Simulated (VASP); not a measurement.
The system is InBiO2.

```xyz
4
Lattice="1.7000 0.9815 6.8333 -1.7000 0.9815 6.8333 0.0000 -1.9630 6.8333" Properties=species:S:1:pos:R:3 pbc="T T T"
In    0.0000    0.0000   10.2500
Bi    0.0000    0.0000    0.0000
O     0.0000    0.0000   18.1425
O     0.0000    0.0000    2.3575
```

| Item | Value |
| --- | --- |
| Program | VASP 6.6.1 |
| Task | relaxation of cell and atoms |
| Functional | PBE |
| Potentials or basis | VASP PAW PBE potentials, release 64 (In_d, Bi_d, O) |
| Cutoff | 600 eV |
| k mesh | 5 × 5 × 5 |
| Occupations | gaussian, width 0.15 eV |
| Spin | no spin polarisation |

At the start: pressure 2.0 GPa; volume 17.10 Å³/atom.

**Question.** Where does the relaxation end?

**Answer.** Over 6 steps the energy falls by 6.5 meV/atom and the volume is 17.34 Å³/atom (+1.4 %); space group R-3m (No. 166, to 0.05 Å).

Step by step:
| step | energy change (eV) | largest force (eV/Å) | pressure (GPa) | volume (Å³) |
| --- | --- | --- | --- | --- |
| 1 | 0.0000 | 0.0667 | 1.99 | 68.41 |
| 2 | -0.0174 | 0.1422 | -1.70 | 70.51 |
| 3 | -0.0231 | 0.0883 | -0.52 | 69.79 |
| 4 | -0.0252 | 0.0932 | 0.06 | 69.36 |
| 5 | -0.0253 | 0.0940 | 0.13 | 69.30 |
| 6 | -0.0259 | 0.0187 | 0.01 | 69.35 |

Final structure:
```
In Bi O
1.0
     1.69288    0.97739    6.98522
    -1.69288    0.97739    6.98522
     0.00000   -1.95477    6.98522
In Bi O
1 1 2
Direct
  0.50000 0.50000 0.50000
  0.00000 0.00000 0.00000
  0.88535 0.88535 0.88535
  0.11465 0.11465 0.11465
```

Caveat: the k points lie up to 0.43 Å⁻¹ apart in the final cell; the relaxation stopped at a loose force limit of 0.08 eV/Å, so its end isn't a converged minimum.
